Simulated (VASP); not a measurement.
Set up this calculation in VASP 6.6.1, as the native input.

```
Task                   : electric field gradients
Functional             : LDA
Potentials or basis    : VASP PAW LDA potentials, release 64 (Nb_sv, H)
Cutoff                 : 400 eV
k mesh                 : 15 × 15 × 15
Occupations            : fermi-dirac, width 0.03 eV
Spin                   : no spin polarisation
Dipole correction      : no
Further INCAR settings : ALGO = Normal; EDIFF = 1e-08; NBANDS = 14
```

The structure of NbH2 lies in POSCAR:

```
NbH2
1.0
   -0.0456300000      2.2586850000      2.2586850000
    2.2586850000     -0.0456300000      2.2586850000
    2.2586850000      2.2586850000     -0.0456300000
Nb H
1 2
Direct
    0.0000000000      0.0000000000      0.0000000000
    0.2500000000      0.2500000000      0.2500000000
    0.7500000000      0.7500000000      0.7500000000
```

This cell differs from its parent crystal: equal xy, yz and zx shear strains of -2 %.

These files were run (other wordings do the same):

INCAR

```
SYSTEM = NbH2
PREC = Accurate
ENCUT = 400
EDIFF = 1E-8
ISMEAR = -1
SIGMA = 0.03
LREAL = .FALSE.
LASPH = .TRUE.
NELM = 120
ALGO = Normal
ISIF = 2
LWAVE = .FALSE.
LCHARG = .FALSE.
GGA = CA
LEFG = .TRUE.
NBANDS = 14
GGA_COMPAT = .FALSE.
```

KPOINTS

```
regular mesh
0
G
  15 15 15
  0 0 0
```

Potentials or basis: VASP PAW LDA potentials, release 64 (Nb_sv, H).

Launch:

```console
$ cat potpaw_LDA.64/Nb_sv/POTCAR potpaw_LDA.64/H/POTCAR > POTCAR
$ mpirun -np 1 vasp_std > vasp.out
```

It gave:

- Pressure: -8.9 GPa
- Largest force: 0.170 eV/Å

Caveat: the cell differs from its parent crystal (equal xy, yz and zx shear strains of -2 %); without QUAD_EFG the Cq values of the log hold for a quadrupole moment of 1 mb, not for the nuclei.

Run time: 30 s on 1 thread of Intel(R) Xeon(R) 6975P-C (Granite Rapids) (shared host), peak memory 0.19 GiB.
